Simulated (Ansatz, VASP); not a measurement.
## Two plane-wave programs on SnTe2

```
Sn Te
1.0
     0.00000    3.79526    3.79526
     3.79526    0.00000    3.79526
     3.79526    3.79526    0.00000
Sn Te
1 2
Direct
  0.00000 0.00000 0.00000
  0.25000 0.25000 0.25000
  0.75000 0.75000 0.75000
```

Change from the starting cell: volume scaled by 1.06, PAW files.

Alike in both runs: task electric field gradients; functional PBE; k mesh 10 × 10 × 10; occupations fermi-dirac, width 0.05 eV; no spin polarisation.

|  | VASP | Ansatz |
| --- | --- | --- |
| version | VASP 6.6.1 | Ansatz 0.2.0 |
| potentials or method | VASP PAW PBE potentials, release 64 (Sn_d, Te) | PAW with Ansatz's default frozen-core files, scalar-relativistic |
| plane-wave cutoff (eV) | 400 | 420 |
| valence electrons in the cell | 26 | 46 |

|  | VASP | Ansatz | Ansatz less VASP |
| --- | --- | --- | --- |
| pressure (GPa) | -1.9 | -1.8 | +0.04 |

VASP's potentials hold 26 valence electrons a cell and Ansatz's 46, so a difference there can come from the potentials and not from the codes.

Spin-orbit coupling is off throughout.
